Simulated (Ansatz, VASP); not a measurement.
**Two plane-wave programs on LiF**

```xyz
4
Lattice="3.0775 0.0000 0.0000 -1.5387 2.6652 0.0000 0.0000 0.0000 5.0575" Properties=species:S:1:pos:R:3 pbc="T T T"
Li    0.0000    1.7768    1.6693
Li    1.5387    0.8884    4.1981
F     0.0000    1.7768    5.0268
F     1.5387    0.8884    2.4980
```

Alike in both runs: task single point; functional PBE; k mesh 9 × 9 × 6; occupations gaussian, width 0.05 eV; no spin polarisation.

|  | VASP | Ansatz |
| --- | --- | --- |
| version | VASP 6.6.1 | Ansatz 0.2.0 |
| potentials or method | VASP PAW PBE potentials, release 64 (Li_sv, F), cutoff 520 eV | scalar-relativistic, plane waves, PAW |
| valence electrons in the cell | 20 | 20 |

Ansatz gave:

- gap on the k mesh at the Fermi level (eV): 7.54
- least direct gap on the mesh (eV): 7.54
- rms of the force components (eV/Å): 0.605

Problem. What did VASP give for the same quantities?

Solution. gap on the k mesh at the Fermi level (eV): 7.52; least direct gap on the mesh (eV): 7.52; rms of the force components (eV/Å): 0.633.

Atom by atom the forces differ by 0.028 eV/Å (rms over components).

Noted on VASP's run: the cutoff is short for stress, so the pressure is rough.
